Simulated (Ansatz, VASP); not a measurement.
**Two plane-wave programs on Te2Mo**

The input INCAR:

```
SYSTEM = Te2Mo
PREC = Accurate
ENCUT = 520
EDIFF = 1E-7
ISMEAR = 0
SIGMA = 0.05
LREAL = .False.
LASPH = .True.
NELM = 60
ALGO = Normal
ISIF = 2
LWAVE = .False.
LCHARG = .False.
NBANDS = 49
```

File KPOINTS:

```
Automatic mesh
0
Gamma
  12 12 1
  0 0 0
```

POSCAR

```
Te2Mo
1.0
    3.6445462972      0.0000000000      0.0000000000
   -1.8222731486      3.1562696786      0.0000000000
    0.0000000000      0.0000000000     31.7168630691
Te Mo
6 3
Direct
    0.0000000000      0.0000000000      0.9405159683
    0.3333333333      0.6666666667      0.7128929968
    0.3333333333      0.6666666667      0.1682534351
    0.3333333333      0.6666666667      0.8317465649
    0.3333333333      0.6666666667      0.2871070032
    0.0000000000      0.0000000000      0.0594840317
    0.0000000000      0.0000000000      0.7722229666
    0.0000000000      0.0000000000      0.2277770334
    0.3333333333      0.6666666667      0.0000000000
```

Input for Ansatz:

```yaml
crystal:
  lattice:
    - [3.6445462972, 0.0, 0.0]
    - [-1.8222731486, 3.1562696786, 0.0]
    - [0.0, 0.0, 31.7168630691]
  atoms:
    - { symbol: Te, position: [0.0, 0.0, 0.9405159683] }
    - { symbol: Te, position: [0.3333333333, 0.6666666667, 0.7128929968] }
    - { symbol: Te, position: [0.3333333333, 0.6666666667, 0.1682534351] }
    - { symbol: Te, position: [0.3333333333, 0.6666666667, 0.8317465649] }
    - { symbol: Te, position: [0.3333333333, 0.6666666667, 0.2871070032] }
    - { symbol: Te, position: [0.0, 0.0, 0.0594840317] }
    - { symbol: Mo, position: [0.0, 0.0, 0.7722229666] }
    - { symbol: Mo, position: [0.0, 0.0, 0.2277770334] }
    - { symbol: Mo, position: [0.3333333333, 0.6666666667, 0.0] }
basis:
  ecutwfc: 420
kpoints:
  mp_grid: { grid: [12, 12, 1] }
hamiltonian:
  xc: lda
scf:
  occupations: { method: gaussian, width: 0.05 }
output:
  forces: true
  stress: true
  eigenvalues: true
```

Change from the starting cell: strain +0.050 along x and y, +0.050 along z, atoms carried along.

Alike in both runs: task single point; functional LDA; k mesh 12 × 12 × 1; occupations gaussian, width 0.05 eV; no spin polarisation.

|  | VASP | Ansatz |
| --- | --- | --- |
| version | VASP 6.6.1 | Ansatz 0.2.0 |
| potentials or method | VASP PAW LDA potentials, release 64 (Te, Mo_sv), cutoff 520 eV | scalar-relativistic, plane waves, PAW |
| valence electrons in the cell | 78 | 138 |

```csv
,VASP,Ansatz,Ansatz less VASP
gap on the k mesh at the Fermi level (eV),0.81,0.81,-0.004
least direct gap on the mesh (eV),0.93,0.93,-0.002
rms of the force components (eV/Å),0.788,0.805,+0.0171
```

LDA's correlation is that of Perdew and Zunger in VASP and of Perdew and Wang (1992) in Ansatz. Atom by atom the forces differ by 0.017 eV/Å (rms over components). VASP's potentials hold 78 valence electrons a cell and Ansatz's 138, so a difference there can come from the potentials and not from the codes.

Neither program's run includes spin-orbit coupling.
